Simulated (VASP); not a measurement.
## Cu: single point with PBEsol

Crystal: Cu.

```
Cu
1.0
     2.36936    0.00000    0.00000
    -1.18468    2.05192    0.00000
     0.00000    0.00000    4.30349
Cu
2
Direct
  0.33333 0.66667 0.25000
  0.66667 0.33333 0.75000
```

This cell differs from its parent crystal: biaxial strain in the a-b plane: -6.0 %, then relaxed in part.

| Property | Result |
| --- | --- |
| Program | VASP 6.6.1 |
| Task | single point |
| Functional | PBEsol |
| Potentials or basis | VASP PAW PBE potentials, release 64 (Cu_sv_GW) |
| Cutoff | 820 eV |
| k mesh | 24 × 24 × 12 |
| Occupations | gaussian, width 0.1 eV |
| Spin | no spin polarisation |
| Dipole correction | no |
| Further INCAR settings | ALGO = Normal; EDIFF = 1e-06; NBANDS = 26 |

```
Pressure               : 17.2 GPa
Band gap on the k mesh : zero (bands 19 and 20 overlap by 7.00 eV)
```

Stress tensor (GPa, compression positive):
```
26.63  0.00  0.00
 0.00 26.63  0.00
 0.00  0.00 -1.66
```

Levels at points of the mesh, in eV from the Fermi level:
```tsv
k point	band 16	band 17	band 18	band 19	band 20	band 21	band 22	band 23
(0.00, 0.00, 0.00)	-2.48	-2.47	-2.47	-1.88	-1.88	2.85	21.19	23.81
(0.50, 0.00, 0.00)	-1.86	-1.57	-1.51	0.13	2.08	7.80	8.06	10.87
(0.00, 0.00, 0.50)	-3.42	-2.11	-2.11	-2.11	-2.11	10.63	10.63	24.48
(0.50, 0.00, 0.50)	-2.13	-1.54	-1.54	0.37	0.37	5.80	5.80	16.63
```

Wall time 5.5 min on 1 thread of Intel(R) Xeon(R) Platinum 8488C (Sapphire Rapids), on a shared host, peak memory 0.52 GiB.

Caveat: the cell differs from its parent crystal (biaxial strain in the a-b plane: -6.0 %, then relaxed in part); the stress differs along the axes, from -2 to 27 GPa; the PAW data sets were made with another functional, which shifts forces and pressure a little.
